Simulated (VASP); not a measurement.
Set up this calculation in VASP 6.6.1, as the native input.

| Property | Result |
| --- | --- |
| Task | single point |
| Functional | PBE |
| Potentials or basis | VASP PAW PBE potentials, release 64 (Be) |
| Cutoff | 600 eV |
| k mesh | 13 × 13 × 13 |
| Occupations | methfessel-paxton, width 0.1 eV |
| Spin | no spin polarisation |
| Dipole correction | no |
| Further INCAR settings | ALGO = Normal; EDIFF = 1e-06; NBANDS = 7 |

The structure of Be lies in POSCAR:

```
Be
1.0
   -1.2907146300      1.2907146300      1.1811867282
    1.2907146300     -1.2907146300      1.1811867282
    1.2907146300      1.2907146300     -1.1811867282
Be
1
Direct
    0.0000000000      0.0000000000      0.0000000000
```

These files were run (other wordings do the same):

INCAR

```
ALGO = Normal
EDIFF = 1E-6
ENCUT = 600
GGA = PE
GGA_COMPAT = F
ISIF = 2
ISMEAR = 1
LASPH = T
LCHARG = F
LREAL = F
LWAVE = F
NBANDS = 7
NELM = 120
PREC = Accurate
SIGMA = 0.1
```

KPOINTS

```
k-points
0
Gamma
  13 13 13
```

Potentials or basis: VASP PAW PBE potentials, release 64 (Be).

Run with:

```bash
$ cat potpaw_PBE.64/Be/POTCAR > POTCAR
$ mpirun -np 1 vasp_std > vasp.out
```

It gave:

```json
{
  "Pressure": "0.5 GPa",
  "Band gap on the k mesh": "zero (band 1 reaches 10.92 eV, above the bottom of band 2 at 6.83 eV)"
}
```

Wall time 14 s on 1 thread of Intel Xeon 8259CL, with other jobs on the host, peak memory 0.12 GiB.
